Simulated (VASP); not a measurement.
A run of VASP 6.6.1:

File INCAR:

```
PREC     = Accurate       # precision mode
ENCUT    = 520            # plane-wave cutoff, eV
EDIFF    = 1E-8           # SCF threshold, eV
ISMEAR   = -1             # smearing method
SIGMA    = 0.05           # smearing width, eV
LREAL    = F              # projectors in reciprocal space
LASPH    = T              # aspherical terms in the spheres
NELM     = 60             # most SCF steps
ALGO     = Normal         # electronic algorithm
ISIF     = 2              # what is computed and relaxed
LWAVE    = F              # write WAVECAR
LCHARG   = F              # write CHGCAR
LEFG     = T            
NBANDS   = 14             # bands
```

Contents of KPOINTS:

```
Automatic mesh
0
Gamma
  9 9 9
```

File POSCAR:

```
MgTl
1.0
    3.6228427186      0.0000000000      0.0000000000
    0.0000000000      3.6228427186      0.0000000000
    0.0000000000      0.0000000000      3.6228427186
Mg Tl
1 1
Direct
    0.0000000000      0.0000000000      0.0000000000
    0.5000000000      0.5000000000      0.5000000000
```

Potentials or basis: VASP PAW LDA potentials, release 64 (Mg, Tl_d).

The run is started by

```sh
$ cat potpaw_LDA.64/Mg/POTCAR potpaw_LDA.64/Tl_d/POTCAR > POTCAR
$ mpirun -np 1 vasp_std > vasp.out
```

Hardware: 1 thread of Intel(R) Xeon(R) Platinum 8259CL CPU @ 2.50GHz (Skylake/Cascade Lake) (shared host).

Task: How long does it take, and how much memory?

Result: It took 22 s on 1 thread of Intel(R) Xeon(R) Platinum 8259CL CPU @ 2.50GHz (Skylake/Cascade Lake), with other jobs on the host, peak memory 0.15 GiB. Counts: scf iterations 13, k points 35.
